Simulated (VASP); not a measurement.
## Gd: single point with PBEsol

Gd:

```xyz
1
Lattice="3.1801 0.0000 0.0000 0.0000 3.1801 0.0000 0.0000 0.0000 3.1801" Properties=species:S:1:pos:R:3 pbc="T T T"
Gd    0.0000    0.0000    0.0000
```

This isn't the form of Gd at room conditions, which is hcp.

```yaml
Program: VASP 6.6.1
Task: single point
Functional: PBEsol
Potentials_or_basis: VASP PAW PBE potentials, release 64 (Gd)
Cutoff: 600 eV
k_mesh: 14 × 14 × 14
Occupations: fermi-dirac, width 0.05 eV
Spin: collinear spin, ferromagnetic start
Starting_moments: "[7.0] μB"
Dipole_correction: no
Further_INCAR_settings: ALGO = Normal; EDIFF = 1e-06; NBANDS = 19
```

| Item | Value |
| --- | --- |
| Pressure | -0.3 GPa |
| Net moment | 7.86 μB per cell |
| Site moments | Gd +7.16 μB |
| Valence electrons inside the program's atomic spheres | Gd 15.28 |

Levels at points of the mesh, in eV from the Fermi level:
Spin up:
```tsv
k point	band 10	band 11	band 12	band 13	band 14	band 15	band 16	band 17
(0.00, 0.00, 0.00)	-4.79	-4.79	-4.74	-1.48	-1.48	5.92	5.92	5.92
(0.50, 0.00, 0.00)	-4.70	-4.70	-2.24	-0.68	0.50	2.67	2.67	6.28
(0.50, 0.50, 0.00)	-4.72	-4.69	-2.59	-0.42	3.36	3.36	4.40	4.40
(0.50, 0.50, 0.50)	-4.74	-4.74	-1.25	-1.25	-1.25	5.83	8.19	8.19
```
Spin down:
```csv
k point,band 2,band 3,band 4,band 5,band 6,band 7,band 8,band 9
"(0.00, 0.00, 0.00)",-19.72,-19.72,-19.72,-3.89,0.14,0.14,0.45,0.45
"(0.50, 0.00, 0.00)",-21.01,-19.59,-19.59,-0.89,0.10,0.26,0.50,0.50
"(0.50, 0.50, 0.00)",-20.81,-20.81,-19.47,-1.77,0.28,0.28,0.48,0.53
"(0.50, 0.50, 0.50)",-20.63,-20.63,-20.63,-0.22,-0.22,-0.22,0.19,0.47
```

Wall time 6.6 min on 1 thread of Oxide Virtual Turin-like Processor, with other jobs on the host, peak memory 0.26 GiB.

Caveat: the PAW data sets were made with another functional, which shifts forces and pressure a little; spin-orbit coupling is left out, which moves the levels of the heavy elements; semilocal functionals describe open f shells poorly, which spoils levels, moments and volumes. The state reached can hang on the start; a lower one may exist.
